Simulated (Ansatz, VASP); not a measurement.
## Two plane-wave programs on Rb

The input INCAR:

```
SYSTEM = Rb
ALGO     = Fast           ! electronic algorithm
EDIFF    = 1E-7           ! SCF threshold, eV
ENCUT    = 520            ! plane-wave cutoff, eV
ISIF     = 2              ! what is computed and relaxed
ISMEAR   = 0              ! smearing method
LASPH    = .TRUE.         ! aspherical terms in the spheres
LCHARG   = .FALSE.        ! write CHGCAR
LREAL    = .FALSE.        ! projectors in reciprocal space
LWAVE    = .FALSE.        ! write WAVECAR
NBANDS   = 10             ! bands
NELM     = 60             ! most SCF steps
PREC     = Accurate       ! precision mode
SIGMA    = 0.15           ! smearing width, eV
```

File KPOINTS:

```
k-points
0
G
  14 14 14
  0 0 0
```

The input POSCAR:

```
Rb
1.0
   -2.4548047028      2.4548047028      3.0716971246
    2.4548047028     -2.4548047028      3.0716971246
    2.4548047028      2.4548047028     -3.0716971246
Rb
1
Direct
    0.0000000000      0.0000000000      0.0000000000
```

Input for Ansatz:

```yaml
crystal:
  lattice:
    - [-2.4548047028, 2.4548047028, 3.0716971246]
    - [2.4548047028, -2.4548047028, 3.0716971246]
    - [2.4548047028, 2.4548047028, -3.0716971246]
  atoms:
    - { symbol: Rb, position: [0.0, 0.0, 0.0] }
basis:
  ecutwfc: 420
kpoints:
  mp_grid: { grid: [14, 14, 14] }
hamiltonian:
  xc: lda
scf:
  occupations: { method: gaussian, width: 0.15 }
output:
  forces: true
  stress: true
  eigenvalues: true
```

Alike in both runs: task single point; functional LDA; k mesh 14 × 14 × 14; occupations gaussian, width 0.15 eV; no spin polarisation.

```csv
,VASP,Ansatz
version,VASP 6.6.1,Ansatz 0.2.0
potentials or method,"VASP PAW LDA potentials, release 64 (Rb_sv), cutoff 520 eV","scalar-relativistic, plane waves, PAW"
valence electrons in the cell,9,9
```

```csv
,VASP,Ansatz,Ansatz less VASP
gap on the k mesh at the Fermi level (eV),none,none,-
pressure (GPa),0.2,0.2,0.00
```

LDA's correlation is that of Perdew and Zunger in VASP and of Perdew and Wang (1992) in Ansatz. A gap of «none» marks a metal or a gap that the smearing closes.
